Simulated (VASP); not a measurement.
# C (C2/m) in VASP: single point with PBE+D3(BJ)

Aim: the single point of C with PBE+D3(BJ).

All numbers are computed with VASP 6.6.1; they aren't measurements. Logs are shortened: lines on timing, memory, paths and dates and some standing lists are left out, and cuts for length are marked.

### Step 1. The cell of the first run

Symmetry: C2/m, No. 12, monoclinic system. Conventional cell: a = 26.078 Å, b = 2.465 Å, c = 3.650 Å, α = 90.00°, β = 92.25°, γ = 90.00°. Within 1.9 Å of C (site symmetry m) lie 3 C at 1.42 Å. Within 1.9 Å of C (site symmetry m) lie 2 C at 1.42 Å. C (site symmetry m) has 3 C at 1.42 Å within 1.9 Å. Within 1.9 Å of C (site symmetry m) lie 3 C at 1.42 Å. C (site symmetry m) has 3 C at 1.42 Å within 1.9 Å.

### Step 2. Single point, PBE+D3(BJ)

File INCAR:

```
SYSTEM = C
  PREC = Accurate
  ENCUT = 520
  EDIFF = 1E-6
  ISMEAR = 0
  SIGMA = 0.05
  LREAL = .FALSE.
  LASPH = .TRUE.
  NELM = 60
  ALGO = Normal
  ISIF = 2
  LWAVE = .FALSE.
  LCHARG = .TRUE.
  GGA = PE
  IVDW = 12
  LELF = .TRUE.
  LVHAR = .TRUE.
  ISYM = 0
  NBANDS = 31
```

File KPOINTS:

```
Automatic mesh
0
G
  7 11 3
  0 0 0
```

File POSCAR:

```
C
1.0
    0.0000000000      1.4231666446     -3.3613878322
   -2.4649969361      0.0000000000      0.0000000000
    1.2324984681     12.1973508038      4.6090098225
C
10
Direct
    0.5966630742     -0.0731059744      0.6537880512
    0.7691437754      0.6251357946      0.0502715891
    0.9760236001      0.2005753523      0.2011507046
    0.1829034248      0.7760149101      0.3520298201
    0.3897832495      0.3514544678      0.5029089357
    0.8377360492      0.1503037632      0.1006075264
    0.0446158739      0.7257433210      0.2514866419
    0.2514956986      0.3011828787      0.4023657575
    0.4583755233      0.8766224365      0.5532448730
    0.6652553480      0.4520619943      0.7041239885
```

Potentials or basis: VASP PAW PBE potentials, release 64 (C).

Launch:

```console
$ cat potpaw_PBE.64/C/POTCAR > POTCAR
$ mpirun -np 1 vasp_std > vasp.out
```

OUTCAR:

```text
SYSTEM = C
   PREC = Accurate
   ENCUT = 520
   EDIFF = 1E-6
   ISMEAR = 0
   LREAL = .FALSE.
   LASPH = .TRUE.
   NELM = 60
   ISIF = 2
   GGA = PE
   IVDW = 12
   ISYM = 0
 IVDW          = 12

 ion  position               nearest neighbor table
   1  0.597  0.927  0.654-  10 1.42  10 1.42   9 1.42
   2  0.769  0.625  0.050-   6 1.42   6 1.42
   3  0.976  0.201  0.201-   7 1.42   7 1.42   6 1.42
   4  0.183  0.776  0.352-   8 1.42   8 1.42   7 1.42
   5  0.390  0.351  0.503-   9 1.42   9 1.42   8 1.42
   6  0.838  0.150  0.101-   2 1.42   2 1.42   3 1.42
   7  0.045  0.726  0.251-   3 1.42   3 1.42   4 1.42
   8  0.251  0.301  0.402-   4 1.42   4 1.42   5 1.42
   9  0.458  0.877  0.553-   5 1.42   5 1.42   1 1.42
  10  0.665  0.452  0.704-   1 1.42   1 1.42

IMPORTANT INFORMATION: All symmetrisations will be switched off!
NOSYMM: (Re-)initialisation of all symmetry stuff for point group C_1.

----------------------------------------------------------------------------------------

                                     Primitive cell

  volume of cell :     117.2338

  direct lattice vectors                    reciprocal lattice vectors
     0.000000000  1.423166645 -3.361387832     0.000000000  0.096910565 -0.256465531
    -2.464996936  0.000000000  0.000000000    -0.405680017  0.035338826  0.014961986
     1.232498468 12.197350804  4.609009823     0.000000000  0.070677652  0.029923972

  length of vectors
     3.650250876  2.464996936 13.097228358     0.274164597  0.407491068  0.076751382

  position of ions in fractional coordinates (direct lattice)
     0.596663074  0.926894026  0.653788051
     0.769143775  0.625135795  0.050271589
     0.976023600  0.200575352  0.201150705
     0.182903425  0.776014910  0.352029820
     0.389783249  0.351454468  0.502908936
     0.837736049  0.150303763  0.100607526
     0.044615874  0.725743321  0.251486642
     0.251495699  0.301182879  0.402365758
     0.458375523  0.876622436  0.553244873
     0.665255348  0.452061994  0.704123989

  ion indices of the primitive-cell ions
   primitive index   ion index
                 1           1
                 2           2
                 3           3
                 4           4
                 5           5
                 6           6
[... 101 lines left out ...]
   NSW    =      0    number of steps for IOM
   IBRION =     -1    ionic relax: 0-MD 1-quasi-New 2-CG
   NFREE  =      0    steps in history (QN), initial steepest desc. (CG)
   ISIF   =      2    stress and relaxation
   ISYM   =      0    0-nonsym 1-usesym 2-fastsym
   POTIM  = 0.5000    time-step for ionic-motion
   TEBEG  =    0.0;   TEEND  =   0.0 temperature during run
   PSTRESS=    0.0 pullay stress
   NELECT =      40.0000    total number of electrons
   NUPDOWN=      -1.0000    fix difference up-down
   EMIN   =  10.00;   EMAX   =-10.00  energy-range for DOS
   EFERMI =   0.00;   METHOD = LEGACY
   ISMEAR =     0;   SIGMA  =   0.05  broadening in eV -4-tet -1-fermi 0-gaus
   EFERMI_NEDOS =   21; number of points for ismear=-14 and -15
   IALGO  =     38    algorithm
   IMIX   =      4    mixing-type and parameters
     AMIX     =   0.40;   BMIX     =  1.00
     AMIX_MAG =   1.60;   BMIX_MAG =  1.00
  volume/ion in A,a.u.               =      11.72        79.11
  Fermi-wavevector in a.u.,A,eV,Ry     =   1.143959  2.161769 17.805164  1.308643
  Thomas-Fermi vector in A             =   2.280653
   LORBIT       =      0    0 simple, 1 ext, 2 COOP (PROOUT), +10 PAW based schemes
   GGA     = PE    functional components
   LHFCALC =     F    Hartree Fock is set to
   AEXX    =    0.0000 exact exchange contribution
   IVDW    =    12    specifies the selected vdW correction
   LEPSILON=     F    determine dielectric tensor
   LRPA    =     F    only Hartree local field effects (RPA)
 non-spin polarized calculation
 Gauss-broadening in eV      SIGMA  =   0.05
  energy-cutoff  :      520.00
  volume of cell :      117.23
 maximum number of plane-waves:      3188
   NGX = 13   NGY =  9   NGZ = 49

 number of electron      39.9999999 magnetization

 Free energy of the ion-electron system (eV)
  ---------------------------------------------------
  ext. energy  EPLUGINS =         0.00000000
  ---------------------------------------------------
  free energy    TOTEN  =       -85.46540288 eV

  energy without entropy =      -85.45662980  energy(sigma->0) =      -85.46101634

 E-fermi :   1.6388     XC(G=0):  -8.6836

 val. band max:        1.6383737813   @ k =   0.4286   0.1818   0.3333
 cond. band min:       1.6428270632   @ k =  -0.4286  -0.1818   0.3333
 fundamental gap:      0.0044532819
 Fermi energy:         1.6387777733

 k-point     1 :       0.0000    0.0000    0.0000
  band No.  band energies     occupation
      1     -17.7042      2.00000
      2     -16.9260      2.00000
      3     -15.7674      2.00000
      4     -14.2617      2.00000
      5     -12.7599      2.00000
      6      -9.9390      2.00000
[... 805 lines left out ...]
     30      10.8465      0.00000
     31      11.1486      0.00000

 [... further k-points ...]

------------------------ aborting loop because EDIFF is reached ----------------------------------------

 Edisp (eV)   -1.34083

 E8    (eV) :    -0.3849

  FORCE on cell =-STRESS in cart. coord.  units (eV):
  Direction    XX          YY          ZZ          XY          YZ          ZX
  --------------------------------------------------------------------------------------
  -------------------------------------------------------------------------------------
  Total       0.09979    -0.11199    -0.26540    -0.00065    -0.13537    -0.00003
  in kB       1.36372    -1.53056    -3.62713    -0.00889    -1.84999    -0.00041
  external pressure =       -1.26 kB  Pullay stress =        0.00 kB

 VOLUME and BASIS-vectors are now :
 -----------------------------------------------------------------------------
  energy-cutoff  :      520.00
  volume of cell :      117.23
      direct lattice vectors                 reciprocal lattice vectors
     0.000000000  1.423166645 -3.361387832     0.000000000  0.096910565 -0.256465531
    -2.464996936  0.000000000  0.000000000    -0.405680017  0.035338826  0.014961986
     1.232498468 12.197350804  4.609009823     0.000000000  0.070677652  0.029923972

 POSITION                                       TOTAL-FORCE (eV/Angst)
 -----------------------------------------------------------------------------------
     -1.47900      8.82363      1.00770         0.000048      2.563889      0.124232
     -1.47900      1.70780     -2.35369        -0.000074      1.572852      0.031271
     -0.24650      3.84255     -2.35369         0.000155      0.843833      0.045777
     -1.47900      4.55413      1.00770        -0.000179      0.119335      0.008992
     -0.24650      6.68888      1.00770        -0.000223      0.161533      0.008052
     -0.24650      2.41938     -2.35225         0.000162     -2.563594     -0.124189
     -1.47900      3.13097      1.00913         0.000184     -0.161614     -0.008032
     -0.24650      5.26572      1.00913        -0.000195     -0.119320     -0.009091
     -1.47900      7.40047      1.00913        -0.000096     -0.843887     -0.045709
     -0.24650      9.53522      1.00913         0.000218     -1.573026     -0.031302
 -----------------------------------------------------------------------------------
    total drift:                                0.000426     -0.000067     -0.000009

  FREE ENERGIE OF THE ION-ELECTRON SYSTEM (eV)
  ---------------------------------------------------
  free  energy   TOTEN  =       -86.8062287693 eV

  energy  without entropy=      -86.7974556862  energy(sigma->0) =      -86.80184223
```

OSZICAR:

```text
N       E                     dE             d eps       ncg     rms          rms(c)
DAV:   1     0.166201654432E+03    0.16620E+03   -0.19633E+04  7192   0.116E+03
DAV:   2    -0.758480454235E+02   -0.24205E+03   -0.23391E+03  9233   0.254E+02
DAV:   3    -0.906583695748E+02   -0.14810E+02   -0.14651E+02  9138   0.621E+01
DAV:   4    -0.909247901984E+02   -0.26642E+00   -0.26571E+00  9924   0.938E+00
DAV:   5    -0.909318371300E+02   -0.70469E-02   -0.70452E-02  9827   0.140E+00    0.138E+01
DAV:   6    -0.867152095010E+02    0.42166E+01   -0.43840E+00  8942   0.909E+00    0.795E+00
DAV:   7    -0.854489068959E+02    0.12663E+01   -0.43500E+00  9040   0.906E+00    0.218E+00
DAV:   8    -0.854642765035E+02   -0.15370E-01   -0.14066E-01  8619   0.180E+00    0.717E-01
DAV:   9    -0.855052919951E+02   -0.41015E-01   -0.41967E-01  9345   0.123E+00    0.247E+00
DAV:  10    -0.854643871614E+02    0.40905E-01   -0.41498E-01  9572   0.953E-01    0.300E-01
DAV:  11    -0.854651019937E+02   -0.71483E-03   -0.71232E-03  8669   0.280E-01    0.721E-02
DAV:  12    -0.854653136876E+02   -0.21169E-03   -0.43014E-04  9035   0.110E-01    0.390E-02
DAV:  13    -0.854653998636E+02   -0.86176E-04   -0.12730E-04  8735   0.605E-02    0.123E-02
DAV:  14    -0.854654007099E+02   -0.84634E-06   -0.12219E-05  9611   0.184E-02    0.555E-03
DAV:  15    -0.854654030060E+02   -0.22961E-05   -0.42253E-06  8326   0.107E-02    0.173E-03
DAV:  16    -0.854654028823E+02    0.12363E-06   -0.23414E-07  6184   0.311E-03
   1 F= -.86806229E+02 E0= -.86801842E+02  d E =-.877308E-02
```

Wall time 11 min (1 thread of Intel Xeon 8259CL, shared host); peak memory 0.4 GiB.

Results:

* Free energy: -86.8062 eV
* Pressure: -0.1 GPa
* Largest force: 2.567 eV/Å
* Band gap on the k mesh: zero (bands 20 and 21 overlap by 0.17 eV)
* Dispersion energy per atom: -0.134 eV

Forces in eV/Å, atoms in the order of the input:
```
C    0.000  2.564  0.124
C    0.000  1.573  0.031
C    0.000  0.844  0.046
C    0.000  0.119  0.009
C    0.000  0.162  0.008
C    0.000 -2.564 -0.124
C    0.000 -0.162 -0.008
C    0.000 -0.119 -0.009
C    0.000 -0.844 -0.046
C    0.000 -1.573 -0.031
```

Stress tensor (GPa, compression positive):
```
 0.14  0.00  0.00
 0.00 -0.15 -0.18
 0.00 -0.18 -0.36
```

Caveat: forces of over 1 eV/Å act on the atoms, so gaps and moduli don't describe the material at rest.
